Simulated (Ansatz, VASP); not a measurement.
Al8H in VASP and in Ansatz

```
CELL_PARAMETERS angstrom
5.80459 0.00000 0.00000
-2.90229 5.02692 0.00000
0.00000 0.00000 4.71935
ATOMIC_POSITIONS crystal
Al 0.34096 0.15904 0.75653
Al 0.34096 0.68193 0.75653
Al 0.81807 0.15904 0.75653
Al 0.83333 0.66667 0.75885
Al 0.16667 0.33333 0.21314
Al 0.16412 0.83206 0.26075
Al 0.66794 0.33588 0.26075
Al 0.66794 0.83206 0.26075
H 0.16667 0.33333 0.58729
```

Alike in both runs: functional PBE; k mesh 6 × 6 × 6; occupations gaussian, width 0.1 eV; no spin polarisation.

Ansatz relaxed the structure, and its values are those at the end. VASP's run is a single point on that final structure, the one shown.

```csv
,VASP,Ansatz
version,VASP 6.6.1,Ansatz 0.2.0
potentials or method,"VASP PAW PBE potentials, release 64 (Al, H), cutoff 520 eV","scalar-relativistic, plane waves, PAW"
valence electrons in the cell,25,25
```

```csv
,VASP,Ansatz,Ansatz less VASP
gap on the k mesh at the Fermi level (eV),none,none,-
pressure (GPa),0.0,0.0,+0.04
```

A gap of «none» marks a metal or a gap that the smearing closes.
